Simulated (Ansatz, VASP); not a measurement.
## One calculation of Pb, two programs

```
CELL_PARAMETERS angstrom
0.00000 2.46708 2.46708
2.46708 0.00000 2.46708
2.46708 2.46708 0.00000
ATOMIC_POSITIONS crystal
Pb 0.00000 0.00000 0.00000
```

Alike in both runs: functional PBEsol; k mesh 14 × 14 × 14; occupations gaussian, width 0.1 eV; no spin polarisation.

Ansatz relaxed the structure, and its values are those at the end. VASP's run is a single point on that final structure, the one shown.

|  | VASP | Ansatz |
| --- | --- | --- |
| version | VASP 6.6.1 | Ansatz 0.2.0 |
| potentials or method | VASP PAW PBE potentials, release 64 (Pb_d), cutoff 520 eV | scalar-relativistic, plane waves, PAW |
| valence electrons in the cell | 14 | 14 |

|  | VASP | Ansatz | Ansatz less VASP |
| --- | --- | --- | --- |
| gap on the k mesh at the Fermi level (eV) | none | none | - |
| pressure (GPa) | -0.1 | 0.0 | +0.08 |

VASP's potentials were made for PBE, not for PBEsol. A gap of «none» marks a metal or a gap that the smearing closes. With one functional, cell and mesh, what is left measures potentials, basis and numerics.

Spin-orbit coupling is off throughout.
